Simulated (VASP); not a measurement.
# Zr4Ag (Pm-3m) in VASP: single point with PBE

Aim: the single point of Zr4Ag with PBE.

Everything below comes from runs of VASP 6.6.1. Logs are shortened: lines on timing, memory, paths and dates and some standing lists are left out, and cuts for length are marked.

## 1. The cell of the first run

The structure is cubic, space group Pm-3m (No. 221). Conventional cell: a = 5.143 Å, b = 5.143 Å, c = 5.143 Å, α = 90.00°, β = 90.00°, γ = 90.00°. Zr (site symmetry 4/mmm) has 2 Zr at 2.57 Å within 3.4 Å. Zr (site symmetry m-3m) has 6 Zr at 2.57 Å within 3.4 Å. Ag (site symmetry m-3m) has 20 Zr at 3.64 to 4.45 Å within 4.8 Å.

## 2. Single point, PBE

The input, INCAR:

```
SYSTEM = Zr4Ag
PREC     = Accurate       ! precision mode
ENCUT    = 520            ! plane-wave cutoff, eV
EDIFF    = 1E-7           ! SCF threshold, eV
ISMEAR   = 0              ! smearing method
SIGMA    = 0.2            ! smearing width, eV
LREAL    = .False.        ! projectors in reciprocal space
LASPH    = .True.         ! aspherical terms in the spheres
NELM     = 80             ! most SCF steps
ALGO     = Normal         ! electronic algorithm
ISIF     = 2              ! what is computed and relaxed
LWAVE    = .False.        ! write WAVECAR
LCHARG   = .False.        ! write CHGCAR
GGA      = PE             ! functional
NBANDS   = 38             ! bands
```

The input, KPOINTS:

```
regular mesh
0
Gamma
  4 4 4
  0 0 0
```

The input, POSCAR:

```
Zr4Ag
1.0
    5.1431637370      0.0000000000      0.0000000000
    0.0000000000      5.1431637370      0.0000000000
    0.0000000000      0.0000000000      5.1431637370
Zr Ag
4 1
Direct
    0.0000000000      0.5000000000      0.5000000000
    0.5000000000      0.0000000000      0.5000000000
    0.5000000000      0.5000000000      0.0000000000
    0.5000000000      0.5000000000      0.5000000000
    0.0000000000      0.0000000000      0.0000000000
```

Potentials or basis: VASP PAW PBE potentials, release 64 (Zr_sv, Ag).

Launch:

```sh
cat potpaw_PBE.64/Zr_sv/POTCAR potpaw_PBE.64/Ag/POTCAR > POTCAR
mpirun -np 1 vasp_std > vasp.out
```

OUTCAR:

```text
SYSTEM = Zr4Ag
   PREC = Accurate
   ENCUT = 520
   EDIFF = 1E-7
   ISMEAR = 0
   LREAL = .False.
   LASPH = .True.
   NELM = 80
   ISIF = 2
   GGA = PE

 ion  position               nearest neighbor table
   1  0.000  0.500  0.500-   4 2.57   4 2.57   2 3.64   5 3.64   3 3.64   5 3.64   2 3.64   5 3.64
                             5 3.64   2 3.64   3 3.64   3 3.64   3 3.64   2 3.64
   2  0.500  0.000  0.500-   4 2.57   4 2.57   1 3.64   5 3.64   3 3.64   5 3.64   1 3.64   3 3.64
                             3 3.64   3 3.64   1 3.64   5 3.64   5 3.64   1 3.64
   3  0.500  0.500  0.000-   4 2.57   4 2.57   1 3.64   5 3.64   1 3.64   2 3.64   2 3.64   2 3.64
                             5 3.64   2 3.64   1 3.64   5 3.64   1 3.64   5 3.64
   4  0.500  0.500  0.500-   1 2.57   2 2.57   3 2.57   3 2.57   2 2.57   1 2.57
   5  0.000  0.000  0.000-   1 3.64   2 3.64   3 3.64   1 3.64   2 3.64   1 3.64   3 3.64   1 3.64
                             2 3.64   3 3.64   2 3.64   3 3.64

  LATTYP: Found a simple cubic cell.
 ALAT       =     5.1431637370

  Lattice vectors:

 A1 = (   5.1431637370,   0.0000000000,   0.0000000000)
 A2 = (   0.0000000000,   5.1431637370,   0.0000000000)
 A3 = (   0.0000000000,   0.0000000000,   5.1431637370)

Analysis of symmetry for initial positions (statically):
=====================================================================
 Subroutine PRICEL returns:
 Original cell was already a primitive cell.

 Routine SETGRP: Setting up the symmetry group for a
 simple cubic supercell.

 Subroutine GETGRP returns: Found 48 space group operations
 (whereof 48 operations were pure point group operations)
 out of a pool of 48 trial point group operations.

The static configuration has the point symmetry O_h .

Analysis of symmetry for dynamics (positions and initial velocities):
=====================================================================
 Subroutine PRICEL returns:
 Original cell was already a primitive cell.

 Routine SETGRP: Setting up the symmetry group for a
 simple cubic supercell.

 Subroutine GETGRP returns: Found 48 space group operations
 (whereof 48 operations were pure point group operations)
 out of a pool of 48 trial point group operations.

The dynamic configuration has the point symmetry O_h .

 Subroutine INISYM returns: Found 48 space group operations
 (whereof 48 operations are pure point group operations),
 and found     1 'primitive' translations

----------------------------------------------------------------------------------------

                                     Primitive cell

  volume of cell :     136.0477

  direct lattice vectors                    reciprocal lattice vectors
     5.143163737  0.000000000  0.000000000     0.194432853  0.000000000  0.000000000
     0.000000000  5.143163737  0.000000000     0.000000000  0.194432853  0.000000000
     0.000000000  0.000000000  5.143163737     0.000000000  0.000000000  0.194432853

  length of vectors
     5.143163737  5.143163737  5.143163737     0.194432853  0.194432853  0.194432853

  position of ions in fractional coordinates (direct lattice)
     0.000000000  0.500000000  0.500000000
     0.500000000  0.000000000  0.500000000
     0.500000000  0.500000000  0.000000000
     0.500000000  0.500000000  0.500000000
     0.000000000  0.000000000  0.000000000

  ion indices of the primitive-cell ions
   primitive index   ion index
                 1           1
                 2           2
                 3           3
                 4           4
                 5           5

----------------------------------------------------------------------------------------

 KPOINTS: regular mesh

Automatic generation of k-mesh.
 Grid dimensions read from file:
 generate k-points for:    4    4    4

 Generating k-lattice:

  Cartesian coordinates                     Fractional coordinates (reciprocal lattice)
     0.048608213  0.000000000  0.000000000     0.250000000  0.000000000  0.000000000
     0.000000000  0.048608213  0.000000000     0.000000000  0.250000000  0.000000000
     0.000000000  0.000000000  0.048608213     0.000000000  0.000000000  0.250000000

  Length of vectors
     0.048608213  0.048608213  0.048608213

  Shift w.r.t. Gamma in fractional coordinates (k-lattice)
     0.000000000  0.000000000  0.000000000

 Subroutine IBZKPT returns following result:
 ===========================================

 Found     10 irreducible k-points:

 Following reciprocal coordinates:
            Coordinates               Weight
  0.000000  0.000000  0.000000      1.000000
  0.250000  0.000000  0.000000      6.000000
  0.500000  0.000000  0.000000      3.000000
  0.250000  0.250000  0.000000     12.000000
  0.500000  0.250000  0.000000     12.000000
  0.500000  0.500000  0.000000      3.000000
  0.250000  0.250000  0.250000      8.000000
  0.500000  0.250000  0.250000     12.000000
  0.500000  0.500000  0.250000      6.000000
  0.500000  0.500000  0.500000      1.000000
   k-points           NKPTS =     10   k-points in BZ     NKDIM =     10   number of bands    NBANDS=     38
   number of dos      NEDOS =    301   number of ions     NIONS =      5
   total plane-waves  NPLWV =  64000
   dimension x,y,z NGX =    40 NGY =   40 NGZ =   40
   dimension x,y,z NGXF=    80 NGYF=   80 NGZF=   80
   ions per type =               4   1
   NGX,Y,Z   is equivalent  to a cutoff of  12.93, 12.93, 12.93 a.u.
   NGXF,Y,Z  is equivalent  to a cutoff of  25.86, 25.86, 25.86 a.u.
 SYSTEM =  Zr4Ag
   PREC   = accura    normal or accurate (medium, high low for compatibility)
   ISTART =      0    job   : 0-new  1-cont  2-samecut
   ICHARG =      2    charge: 1-file 2-atom 10-const
   ISPIN  =      1    spin polarized calculation?
   LNONCOLLINEAR =      F non collinear calculations
   LSORBIT =      F    spin-orbit coupling
   LASPH  =      T    aspherical Exc in radial PAW
   ENCUT  =  520.0 eV  38.22 Ry    6.18 a.u.   9.56  9.56  9.56*2*pi/ulx,y,z
   NELM   =     80;   NELMIN=  2; NELMDL= -5     # of ELM steps
   EDIFF  = 0.1E-06   stopping-criterion for ELM
   LREAL  =      F    real-space projection
   EDIFFG = 0.1E-05   stopping-criterion for IOM
   NSW    =      0    number of steps for IOM
   IBRION =     -1    ionic relax: 0-MD 1-quasi-New 2-CG
   NFREE  =      0    steps in history (QN), initial steepest desc. (CG)
   ISIF   =      2    stress and relaxation
   ISYM   =      2    0-nonsym 1-usesym 2-fastsym
   POTIM  = 0.5000    time-step for ionic-motion
   TEBEG  =    0.0;   TEEND  =   0.0 temperature during run
   PSTRESS=    0.0 pullay stress
   NELECT =      59.0000    total number of electrons
   NUPDOWN=      -1.0000    fix difference up-down
   EMIN   =  10.00;   EMAX   =-10.00  energy-range for DOS
   EFERMI =   0.00;   METHOD = LEGACY
   ISMEAR =     0;   SIGMA  =   0.20  broadening in eV -4-tet -1-fermi 0-gaus
   EFERMI_NEDOS =   21; number of points for ismear=-14 and -15
   IALGO  =     38    algorithm
   IMIX   =      4    mixing-type and parameters
     AMIX     =   0.40;   BMIX     =  1.00
     AMIX_MAG =   1.60;   BMIX_MAG =  1.00
  volume/ion in A,a.u.               =      27.21       183.62
  Fermi-wavevector in a.u.,A,eV,Ry     =   1.239163  2.341679 20.892090  1.535525
  Thomas-Fermi vector in A             =   2.373658
   LORBIT       =      0    0 simple, 1 ext, 2 COOP (PROOUT), +10 PAW based schemes
   GGA     = PE    functional components
   LHFCALC =     F    Hartree Fock is set to
   AEXX    =    0.0000 exact exchange contribution
   IVDW    =     0    specifies the selected vdW correction
   LEPSILON=     F    determine dielectric tensor
   LRPA    =     F    only Hartree local field effects (RPA)
 non-spin polarized calculation
 Gauss-broadening in eV      SIGMA  =   0.20
  energy-cutoff  :      520.00
  volume of cell :      136.05
 maximum number of plane-waves:      3743
 NGX is ok and might be reduce to    40
   NGX = 19   NGY = 19   NGZ = 19

 number of electron      58.9999998 magnetization

 Free energy of the ion-electron system (eV)
  ---------------------------------------------------
  ext. energy  EPLUGINS =         0.00000000
  ---------------------------------------------------
  free energy    TOTEN  =       -31.46426173 eV

  energy without entropy =      -31.32644735  energy(sigma->0) =      -31.39535454

 E-fermi :   6.3620     XC(G=0): -10.0452

 val. band max:        6.3167616747   @ k =   0.2500   0.0000   0.0000
 cond. band min:       6.3864861255   @ k =   0.5000   0.2500   0.0000
 fundamental gap:      0.0697244508
 Fermi energy:         6.3619882388

 k-point     1 :       0.0000    0.0000    0.0000
  band No.  band energies     occupation
      1     -42.8886      2.00000
      2     -42.7851      2.00000
      3     -42.7851      2.00000
      4     -40.7003      2.00000
      5     -21.6346      2.00000
      6     -21.6346      2.00000
[... 30 lines left out ...]
     37       9.7107      0.00000
     38       9.7395      0.00000

 k-point     2 :       0.2500    0.0000    0.0000
  band No.  band energies     occupation
      1     -42.8733      2.00000
      2     -42.7901      2.00000
      3     -42.7850      2.00000
      4     -40.7176      2.00000
      5     -21.6212      2.00000
      6     -21.6212      2.00000
[... 30 lines left out ...]
     37       9.0110      0.00000
     38       9.7408      0.00000

 k-point     3 :       0.5000    0.0000    0.0000
  band No.  band energies     occupation
      1     -42.8552      2.00000
      2     -42.7979      2.00000
      3     -42.7850      2.00000
      4     -40.7351      2.00000
      5     -21.6073      2.00000
      6     -21.6073      2.00000
[... 30 lines left out ...]
     37       8.3062      0.00000
     38      10.1008      0.00000

 k-point     4 :       0.2500    0.2500    0.0000
  band No.  band energies     occupation
      1     -42.8584      2.00000
      2     -42.7915      2.00000
      3     -42.7881      2.00000
      4     -40.7352      2.00000
      5     -21.6076      2.00000
      6     -21.3278      2.00000
[... 30 lines left out ...]
     37       8.6211      0.00000
     38       8.9353      0.00000

 k-point     5 :       0.5000    0.2500    0.0000
  band No.  band energies     occupation
      1     -42.8404      2.00000
      2     -42.7979      2.00000
      3     -42.7891      2.00000
      4     -40.7530      2.00000
      5     -21.5935      2.00000
      6     -21.3009      2.00000
[... 30 lines left out ...]
     37       8.4550      0.00000
     38       8.6539      0.00000

 k-point     6 :       0.5000    0.5000    0.0000
  band No.  band energies     occupation
      1     -42.8207      2.00000
      2     -42.7979      2.00000
      3     -42.7979      2.00000
      4     -40.7710      2.00000
      5     -21.5791      2.00000
      6     -20.9572      2.00000
[... 30 lines left out ...]
     37       8.2472      0.00000
     38       8.6436      0.00000

 k-point     7 :       0.2500    0.2500    0.2500
  band No.  band energies     occupation
      1     -42.8444      2.00000
      2     -42.7915      2.00000
      3     -42.7915      2.00000
      4     -40.7531      2.00000
      5     -21.3228      2.00000
      6     -21.2904      2.00000
[... 30 lines left out ...]
     37       8.6080      0.00000
     38       9.5749      0.00000

 k-point     8 :       0.5000    0.2500    0.2500
  band No.  band energies     occupation
      1     -42.8270      2.00000
      2     -42.7979      2.00000
      3     -42.7915      2.00000
      4     -40.7712      2.00000
      5     -21.2962      2.00000
      6     -21.2722      2.00000
[... 30 lines left out ...]
     37       8.5344      0.00000
     38       9.0551      0.00000

 k-point     9 :       0.5000    0.5000    0.2500
  band No.  band energies     occupation
      1     -42.8094      2.00000
      2     -42.7979      2.00000
      3     -42.7979      2.00000
      4     -40.7895      2.00000
      5     -21.2668      2.00000
      6     -20.9570      2.00000
[... 30 lines left out ...]
     37       8.6102      0.00000
     38       8.6691      0.00000

 k-point    10 :       0.5000    0.5000    0.5000
  band No.  band energies     occupation
      1     -42.7979      2.00000
      2     -42.7979      2.00000
      3     -42.7979      2.00000
      4     -40.8082      2.00000
      5     -20.9568      2.00000
      6     -20.9568      2.00000
[... 30 lines left out ...]
     37       8.6700      0.00000
     38       9.0756      0.00000

------------------------ aborting loop because EDIFF is reached ----------------------------------------

  FORCE on cell =-STRESS in cart. coord.  units (eV):
  Direction    XX          YY          ZZ          XY          YZ          ZX
  --------------------------------------------------------------------------------------
  -------------------------------------------------------------------------------------
  Total        0.2481491      0.2481491      0.2481491     -0.0000000     -0.0000000      0.0000000
  in kB        2.9223499      2.9223499      2.9223499     -0.0000000     -0.0000000      0.0000000
  external PRESSURE =       2.9223499 kB  Pullay stress =       0.0000000 kB

 VOLUME and BASIS-vectors are now :
 -----------------------------------------------------------------------------
  energy-cutoff  :      520.00
  volume of cell :      136.05
      direct lattice vectors                 reciprocal lattice vectors
     5.143163737  0.000000000  0.000000000     0.194432853  0.000000000  0.000000000
     0.000000000  5.143163737  0.000000000     0.000000000  0.194432853  0.000000000
     0.000000000  0.000000000  5.143163737     0.000000000  0.000000000  0.194432853

 POSITION                                       TOTAL-FORCE (eV/Angst)
 -----------------------------------------------------------------------------------
      0.00000      2.57158      2.57158         0.000000      0.000000      0.000000
      2.57158      0.00000      2.57158         0.000000      0.000000      0.000000
      2.57158      2.57158      0.00000         0.000000      0.000000      0.000000
      2.57158      2.57158      2.57158         0.000000      0.000000      0.000000
      0.00000      0.00000      0.00000         0.000000      0.000000      0.000000
 -----------------------------------------------------------------------------------
    total drift:                                0.000000      0.000000     -0.000000

  FREE ENERGIE OF THE ION-ELECTRON SYSTEM (eV)
  ---------------------------------------------------
  free  energy   TOTEN  =       -31.4642617288 eV

  energy  without entropy=      -31.3264473480  energy(sigma->0) =      -31.39535454
```

It took 83 s on 1 thread of Intel Xeon Platinum 8488C (Sapphire Rapids), shared host; peak memory 0.25 GiB.

What came out:

```yaml
Free_energy: -31.4643 eV
Pressure: 0.3 GPa
```

Levels at points of the mesh, in eV from the Fermi level:
```csv
k point,band 26,band 27,band 28,band 29,band 30,band 31,band 32,band 33
"(0.00, 0.00, 0.00)",-1.76,-1.76,-1.44,-0.30,-0.30,1.52,1.52,1.52
"(0.50, 0.00, 0.00)",-1.91,-1.63,-0.98,0.35,0.41,0.41,0.45,1.22
"(0.50, 0.50, 0.00)",-1.47,-1.47,-0.31,-0.24,0.10,0.10,0.46,1.16
"(0.50, 0.50, 0.50)",-0.72,-0.72,-0.72,0.41,0.41,0.41,1.16,1.99
```
